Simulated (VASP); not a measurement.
Set up this calculation in VASP 6.6.1, as the native input.

```yaml
Task: single point
Functional: r2SCAN
Potentials_or_basis: VASP PAW PBE potentials, release 64 (B, N)
Cutoff: 520 eV
k_mesh: 12 × 12 × 12
Occupations: gaussian, width 0.05 eV
Spin: no spin polarisation
Dipole_correction: no
Further_INCAR_settings: ALGO = Normal; EDIFF = 1e-06; NBANDS = 11
```

Crystal: BN.

```
CELL_PARAMETERS angstrom
0.00000 1.80481 1.80481
1.80481 0.00000 1.80481
1.80481 1.80481 0.00000
ATOMIC_POSITIONS crystal
B 0.07272 0.07272 0.92728
N 0.75000 0.75000 0.75000
```

This cell differs from its parent crystal: all B atoms moved +0.263 Å, as atom 1 along Cartesian [0 0 1].

These files were run (other wordings do the same):

POSCAR

```
BN
1.0
    0.0000000000      1.8048137558      1.8048137558
    1.8048137558      0.0000000000      1.8048137558
    1.8048137558      1.8048137558      0.0000000000
B N
1 1
Direct
    0.0727221851      0.0727221851     -0.0727221851
    0.7500000000      0.7500000000      0.7500000000
```

INCAR.step1

```
  PREC = Accurate
  ENCUT = 520
  ISMEAR = 0
  SIGMA = 0.05
  LREAL = F
  LASPH = T
  NELM = 60
  NBANDS = 11
  GGA = PE
  ALGO = Normal
  EDIFF = 1E-4
  LWAVE = T
  LCHARG = F
```

INCAR.step2

```
  PREC = Accurate
  ENCUT = 520
  EDIFF = 1E-6
  ISMEAR = 0
  SIGMA = 0.05
  LREAL = F
  LASPH = T
  NELM = 60
  ALGO = Normal
  ISIF = 2
  LWAVE = F
  LCHARG = F
  METAGGA = R2SCAN
  LMIXTAU = T
  NBANDS = 11
  ISTART = 1
```

KPOINTS

```
Automatic mesh
0
Gamma
  12 12 12
```

Potentials or basis: VASP PAW PBE potentials, release 64 (B, N).

Command:

```sh
$ cat potpaw_PBE.64/B/POTCAR potpaw_PBE.64/N/POTCAR > POTCAR
$ cp INCAR.step1 INCAR
$ mpirun -np 1 vasp_std > vasp.out
$ cp INCAR.step2 INCAR
$ mpirun -np 1 vasp_std > vasp.out
```

It gave:

```json
{"Pressure": "20.5 GPa", "Largest force": "5.489 eV/Å", "Band gap on the k mesh": "2.84 eV, indirect (least direct gap 7.34 eV)"}
```

Caveat: the cell differs from its parent crystal (all B atoms moved +0.263 Å, as atom 1 along Cartesian [0 0 1]); the PAW data sets were made with another functional, which shifts forces and pressure a little.

Wall time 52 s on 1 thread of Intel(R) Xeon(R) 6975P-C (Granite Rapids), on a shared host, peak memory 0.14 GiB.
